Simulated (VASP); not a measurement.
# Sb in VASP: notebook

Aim: see how the results for Sb move with the level of theory and the settings. Levels: LDA, r2SCAN. Tasks: single point.

All numbers are computed with VASP 6.6.1; they aren't measurements. Logs are shortened: lines on timing, memory, paths and dates and some standing lists are left out, and cuts for length are marked.

### 1 The cell of the first run

The typed cell holds 2 atoms: a = 3.355 Å, b = 3.355 Å, c = 5.470 Å, α = 90.00°, β = 90.00°, γ = 120.00°.

### 2 Single point, LDA

INCAR

```
SYSTEM = Sb
PREC = Accurate
ENCUT = 520
EDIFF = 1E-7
ISMEAR = 1
SIGMA = 0.1
LREAL = .False.
LASPH = .True.
NELM = 80
ALGO = Normal
ISIF = 2
LWAVE = .False.
LCHARG = .False.
GGA = CA
NBANDS = 12
```

KPOINTS

```
regular mesh
0
Gamma
  7 7 4
  0 0 0
```

POSCAR

```
Sb
1.0
    3.3545324186      0.0000000000      0.0000000000
   -1.6772662093      2.9051102923      0.0000000000
    0.0000000000      0.0000000000      5.4701606500
Sb
2
Direct
    0.6781860000      0.3344730000      0.7515460000
    0.3209610000      0.6625660000      0.2556060000
```

Potentials or basis: VASP PAW LDA potentials, release 64 (Sb).

Started as:

```bash
> cat potpaw_LDA.64/Sb/POTCAR > POTCAR
> mpirun -np 1 vasp_std > vasp.out
```

OUTCAR:

```text
SYSTEM = Sb
   PREC = Accurate
   ENCUT = 520
   EDIFF = 1E-7
   ISMEAR = 1
   LREAL = .False.
   LASPH = .True.
   NELM = 80
   ISIF = 2
   GGA = CA

 ion  position               nearest neighbor table
   1  0.678  0.334  0.752-   2 3.29   2 3.33   2 3.34   2 3.37   2 3.38   2 3.40
   2  0.321  0.663  0.256-   1 3.29   1 3.33   1 3.34   1 3.37   1 3.38   1 3.40

  LATTYP: Found a hexagonal cell.
 ALAT       =     3.3545324186
 C/A-ratio  =     1.6306775334

  Lattice vectors:

 A1 = (   3.3545324186,   0.0000000000,   0.0000000000)
 A2 = (  -1.6772662093,   2.9051102923,   0.0000000000)
 A3 = (   0.0000000000,   0.0000000000,   5.4701606500)

Analysis of symmetry for initial positions (statically):
=====================================================================
 Subroutine PRICEL returns:
 Original cell was already a primitive cell.

 Routine SETGRP: Setting up the symmetry group for a
 hexagonal supercell.

 Subroutine GETGRP returns: Found  2 space group operations
 (whereof  1 operations were pure point group operations)
 out of a pool of 24 trial point group operations.

The static configuration has the point symmetry C_1 .
 The point group associated with its full space group is S_2 .

Analysis of symmetry for dynamics (positions and initial velocities):
=====================================================================
 Subroutine PRICEL returns:
 Original cell was already a primitive cell.

 Routine SETGRP: Setting up the symmetry group for a
 hexagonal supercell.

 Subroutine GETGRP returns: Found  2 space group operations
 (whereof  1 operations were pure point group operations)
 out of a pool of 24 trial point group operations.

The dynamic configuration has the point symmetry C_1 .
 The point group associated with its full space group is S_2 .

 Subroutine INISYM returns: Found  2 space group operations
 (whereof  1 operations are pure point group operations),
 and found     1 'primitive' translations

----------------------------------------------------------------------------------------

                                     Primitive cell

  volume of cell :      53.3083

  direct lattice vectors                    reciprocal lattice vectors
     3.354532419  0.000000000  0.000000000     0.298104139  0.172110505  0.000000000
    -1.677266209  2.905110292  0.000000000     0.000000000  0.344221010  0.000000000
     0.000000000  0.000000000  5.470160650     0.000000000  0.000000000  0.182809987

  length of vectors
     3.354532419  3.354532419  5.470160650     0.344221010  0.344221010  0.182809987

  position of ions in fractional coordinates (direct lattice)
     0.678186000  0.334473000  0.751546000
     0.320961000  0.662566000  0.255606000

  ion indices of the primitive-cell ions
   primitive index   ion index
                 1           1
                 2           2

----------------------------------------------------------------------------------------

 KPOINTS: regular mesh

Automatic generation of k-mesh.
 Grid dimensions read from file:
 generate k-points for:    7    7    4

 Generating k-lattice:

  Cartesian coordinates                     Fractional coordinates (reciprocal lattice)
     0.042586306  0.024587215  0.000000000     0.142857143  0.000000000  0.000000000
     0.000000000  0.049174430  0.000000000     0.000000000  0.142857143  0.000000000
     0.000000000  0.000000000  0.045702497     0.000000000  0.000000000  0.250000000

  Length of vectors
     0.049174430  0.049174430  0.045702497

  Shift w.r.t. Gamma in fractional coordinates (k-lattice)
     0.000000000  0.000000000  0.000000000

 Subroutine IBZKPT returns following result:
 ===========================================

 Found     99 irreducible k-points:

 Following reciprocal coordinates:
            Coordinates               Weight
  0.000000  0.000000  0.000000      1.000000
  0.142857  0.000000  0.000000      2.000000
  0.000000  0.142857  0.000000      2.000000
 -0.142857  0.142857  0.000000      2.000000
  0.285714  0.000000  0.000000      2.000000
  0.000000  0.285714  0.000000      2.000000
[... 16 lines left out ...]
  0.285714  0.285714  0.000000      2.000000
 -0.285714 -0.428571  0.000000      2.000000
 [... further k-points ...]
   k-points           NKPTS =     99   k-points in BZ     NKDIM =     99   number of bands    NBANDS=     12
   number of dos      NEDOS =    301   number of ions     NIONS =      2
   total plane-waves  NPLWV =  32928
   dimension x,y,z NGX =    28 NGY =   28 NGZ =   42
   dimension x,y,z NGXF=    56 NGYF=   56 NGZF=   84
   ions per type =               2
   NGX,Y,Z   is equivalent  to a cutoff of  13.88, 13.88, 12.76 a.u.
   NGXF,Y,Z  is equivalent  to a cutoff of  27.75, 27.75, 25.53 a.u.
 SYSTEM =  Sb
   PREC   = accura    normal or accurate (medium, high low for compatibility)
   ISTART =      0    job   : 0-new  1-cont  2-samecut
   ICHARG =      2    charge: 1-file 2-atom 10-const
   ISPIN  =      1    spin polarized calculation?
   LNONCOLLINEAR =      F non collinear calculations
   LSORBIT =      F    spin-orbit coupling
   LASPH  =      T    aspherical Exc in radial PAW
   ENCUT  =  520.0 eV  38.22 Ry    6.18 a.u.   6.24  6.24 10.17*2*pi/ulx,y,z
   NELM   =     80;   NELMIN=  2; NELMDL= -5     # of ELM steps
   EDIFF  = 0.1E-06   stopping-criterion for ELM
   LREAL  =      F    real-space projection
   EDIFFG = 0.1E-05   stopping-criterion for IOM
   NSW    =      0    number of steps for IOM
   IBRION =     -1    ionic relax: 0-MD 1-quasi-New 2-CG
   NFREE  =      0    steps in history (QN), initial steepest desc. (CG)
   ISIF   =      2    stress and relaxation
   ISYM   =      2    0-nonsym 1-usesym 2-fastsym
   POTIM  = 0.5000    time-step for ionic-motion
   TEBEG  =    0.0;   TEEND  =   0.0 temperature during run
   PSTRESS=    0.0 pullay stress
   NELECT =      10.0000    total number of electrons
   NUPDOWN=      -1.0000    fix difference up-down
   EMIN   =  10.00;   EMAX   =-10.00  energy-range for DOS
   EFERMI =   0.00;   METHOD = LEGACY
   ISMEAR =     1;   SIGMA  =   0.10  broadening in eV -4-tet -1-fermi 0-gaus
   EFERMI_NEDOS =   21; number of points for ismear=-14 and -15
   IALGO  =     38    algorithm
   IMIX   =      4    mixing-type and parameters
     AMIX     =   0.40;   BMIX     =  1.00
     AMIX_MAG =   1.60;   BMIX_MAG =  1.00
  volume/ion in A,a.u.               =      26.65       179.87
  Fermi-wavevector in a.u.,A,eV,Ry     =   0.937152  1.770960 11.949364  0.878253
  Thomas-Fermi vector in A             =   2.064234
   LORBIT       =      0    0 simple, 1 ext, 2 COOP (PROOUT), +10 PAW based schemes
   GGA     = CA    functional components
   LHFCALC =     F    Hartree Fock is set to
   AEXX    =    0.0000 exact exchange contribution
   IVDW    =     0    specifies the selected vdW correction
   LEPSILON=     F    determine dielectric tensor
   LRPA    =     F    only Hartree local field effects (RPA)
 non-spin polarized calculation
 Methfessel and Paxton  Order N= 1 SIGMA  =   0.10
  energy-cutoff  :      520.00
  volume of cell :       53.31
 maximum number of plane-waves:      1454
 NGX is ok and might be reduce to    28
   NGX = 13   NGY = 13   NGZ = 21

 number of electron      10.0000000 magnetization

 Free energy of the ion-electron system (eV)
  ---------------------------------------------------
  ext. energy  EPLUGINS =         0.00000000
  ---------------------------------------------------
  free energy    TOTEN  =        -9.13255794 eV

  energy without entropy =       -9.13155360  energy(sigma->0) =       -9.13222316

 E-fermi :   8.3953     XC(G=0): -10.4154

 val. band max:        8.3867910309   @ k =   0.2857   0.1429   0.0000
 cond. band min:       8.3968872270   @ k =  -0.1429   0.2857   0.2500
 fundamental gap:      0.0100961960
 Fermi energy:         8.3952756483

 k-point     1 :       0.0000    0.0000    0.0000
  band No.  band energies     occupation
      1      -4.4825      2.00000
      2      -0.6834      2.00000
      3       2.6803      2.00000
      4      11.9815      0.00000
      5      12.1842      0.00000
      6      13.5813      0.00000
      7      13.8275      0.00000
      8      13.9420      0.00000
      9      16.2313      0.00000
     10      17.4578      0.00000
     11      18.2353      0.00000
     12      18.4427      0.00000

 k-point     2 :       0.1429    0.0000    0.0000
  band No.  band energies     occupation
      1      -4.1213      2.00000
      2      -0.3739      2.00000
      3       3.0593      2.00000
      4       9.3590     -0.00000
      5      11.0779      0.00000
      6      12.0627      0.00000
      7      13.4401      0.00000
      8      13.6695      0.00000
      9      15.6445      0.00000
     10      17.8704      0.00000
     11      18.0553      0.00000
     12      18.7676      0.00000

 k-point     3 :       0.0000    0.1429    0.0000
  band No.  band energies     occupation
      1      -4.1227      2.00000
      2      -0.3718      2.00000
      3       3.0555      2.00000
      4       9.3977     -0.00000
      5      11.0411      0.00000
      6      12.0157      0.00000
      7      13.4848      0.00000
      8      13.7047      0.00000
      9      15.6633      0.00000
     10      17.8103      0.00000
     11      18.0966      0.00000
     12      18.7561      0.00000

 k-point     4 :      -0.1429    0.1429    0.0000
  band No.  band energies     occupation
      1      -4.1233      2.00000
      2      -0.3707      2.00000
      3       3.0536      2.00000
      4       9.4193     -0.00000
      5      11.0135      0.00000
      6      11.9993      0.00000
      7      13.5078      0.00000
      8      13.7331      0.00000
      9      15.6522      0.00000
     10      17.7807      0.00000
     11      18.1154      0.00000
     12      18.7616      0.00000

 k-point     5 :       0.2857    0.0000    0.0000
  band No.  band energies     occupation
      1      -3.0543      2.00000
      2       0.4402      2.00000
      3       4.1680      2.00000
      4       5.8468      2.00000
      5       8.9476     -0.00000
      6       9.7405     -0.00000
      7      11.4029      0.00000
      8      12.8831      0.00000
      9      13.9060      0.00000
     10      16.7124      0.00000
     11      17.6207      0.00000
     12      18.1189      0.00000
[... 228 lines left out ...]
      1      -0.6891      2.00000
      2       0.5572      2.00000
      3       4.2940      2.00000
      4       5.7420      2.00000
      5       6.4934      2.00000
      6       7.1762      2.00000
      7       8.4995     -0.05795
      8      10.3140     -0.00000
      9      13.8828      0.00000
     10      15.3928      0.00000
     11      19.1643      0.00000
     12      19.4731      0.00000

 k-point    22 :       0.4286    0.4286    0.0000
  band No.  band energies     occupation
      1      -0.7356      2.00000
      2       0.6345      2.00000
      3       4.2335      2.00000
      4       5.7781      2.00000
      5       6.4173      2.00000
      6       7.1719      2.00000
      7       8.6275     -0.00493
      8      10.3139     -0.00000
      9      13.8285      0.00000
     10      15.3835      0.00000
     11      19.1679      0.00000
     12      19.4159      0.00000

 k-point    23 :       0.2857    0.2857    0.0000
  band No.  band energies     occupation
      1      -0.5184      2.00000
      2       0.8293      2.00000
      3       4.4901      2.00000
      4       5.4657      2.00000
      5       6.7952      2.00000
      6       7.1149      2.00000
      7       8.1841      2.01095
      8       8.6176     -0.00728
      9      12.5550      0.00000
     10      19.1551      0.00000
     11      19.4053      0.00000
     12      20.3204      0.00000

 k-point    24 :      -0.2857   -0.4286    0.0000
  band No.  band energies     occupation
      1      -0.5854      2.00000
      2       0.9514      2.00000
      3       4.3892      2.00000
      4       5.4628      2.00000
      5       6.6724      2.00000
      6       7.2251      2.00000
      7       8.1203      2.00071
      8       8.8387     -0.00000
      9      12.4606      0.00000
     10      19.0810      0.00000
     11      19.5028      0.00000
     12      20.2079      0.00000

 [... further k-points ...]
[... 5 lines left out ...]
  --------------------------------------------------------------------------------------
  -------------------------------------------------------------------------------------
  Total       -0.6436364     -0.6886733     -1.0486416      0.0438768      0.0036964      0.0023406
  in kB      -19.3444535    -20.6980365    -31.5168624      1.3187141      0.1110961      0.0703458
  external PRESSURE =     -23.8531175 kB  Pullay stress =       0.0000000 kB

 VOLUME and BASIS-vectors are now :
 -----------------------------------------------------------------------------
  energy-cutoff  :      520.00
  volume of cell :       53.31
      direct lattice vectors                 reciprocal lattice vectors
     3.354532419  0.000000000  0.000000000     0.298104139  0.172110505  0.000000000
    -1.677266209  2.905110292  0.000000000     0.000000000  0.344221010  0.000000000
     0.000000000  0.000000000  5.470160650     0.000000000  0.000000000  0.182809987

 POSITION                                       TOTAL-FORCE (eV/Angst)
 -----------------------------------------------------------------------------------
      1.71400      0.97168      4.11108         0.074462      0.038446      0.036411
     -0.03463      1.92483      1.39821        -0.074462     -0.038446     -0.036411
 -----------------------------------------------------------------------------------
    total drift:                                0.000001     -0.000000      0.000004

  FREE ENERGIE OF THE ION-ELECTRON SYSTEM (eV)
  ---------------------------------------------------
  free  energy   TOTEN  =        -9.1325579376 eV

  energy  without entropy=       -9.1315536039  energy(sigma->0) =       -9.13222316
```

Run time: 28 s. Hardware: 1 thread of Intel Xeon 6975P-C (Granite Rapids), shared host; peak memory 0.18 GiB.

What came out:

| Property | Result |
| --- | --- |
| Free energy | -9.1326 eV |
| Pressure | -2.4 GPa |
| Largest force | 0.091 eV/Å |
| Band gap on the k mesh | zero (band 5 reaches 12.83 eV, above the bottom of band 6 at 5.92 eV) |

Forces in eV/Å, atoms in the order of the input:
```
Sb   0.074  0.038  0.036
Sb  -0.074 -0.038 -0.036
```

Caveat: spin-orbit coupling is left out, which moves the levels of the heavy elements.

### 3 Single point, LDA

INCAR

```
  PREC = Accurate
  ENCUT = 520
  EDIFF = 1E-6
  ISMEAR = 1
  SIGMA = 0.1
  LREAL = F
  LASPH = T
  NELM = 80
  ALGO = Normal
  ISIF = 2
  LWAVE = F
  LCHARG = F
  GGA = CA
  NBANDS = 12
```

KPOINTS

```
regular mesh
0
Gamma
  7 7 4
```

POSCAR is that of step 2.

Potentials or basis: VASP PAW LDA potentials, release 64 (Sb).

Started as:

```bash
> cat potpaw_LDA.64/Sb/POTCAR > POTCAR
> mpirun -np 1 vasp_std > vasp.out
```

Run time: 27 s. Hardware: 1 thread of Intel Xeon 6975P-C (Granite Rapids), shared host; peak memory 0.18 GiB.

It converged, with:

```
Free energy            : -9.1326 eV
Pressure               : -2.4 GPa
Largest force          : 0.091 eV/Å
Band gap on the k mesh : zero (band 5 reaches 12.83 eV, above the bottom of band 6 at 5.92 eV)
```

Forces in eV/Å, atoms in the order of the input:
```
Sb   0.074  0.038  0.036
Sb  -0.074 -0.038 -0.036
```

Stress tensor (GPa, compression positive):
```
-1.95  0.13  0.01
 0.13 -2.08  0.01
 0.01  0.01 -3.16
```

Levels at points of the mesh, in eV from the Fermi level:
| k point | band 2 | band 3 | band 4 | band 5 | band 6 | band 7 | band 8 | band 9 |
| --- | --- | --- | --- | --- | --- | --- | --- | --- |
| (0.00, 0.00, 0.00) | -9.08 | -5.71 | 3.59 | 3.79 | 5.19 | 5.43 | 5.55 | 7.84 |
| (0.00, 0.00, 0.50) | -11.58 | -0.73 | -0.61 | 4.43 | 4.48 | 4.51 | 4.54 | 8.69 |

Caveat: spin-orbit coupling is left out, which moves the levels of the heavy elements.

[end of part 1 of 2]
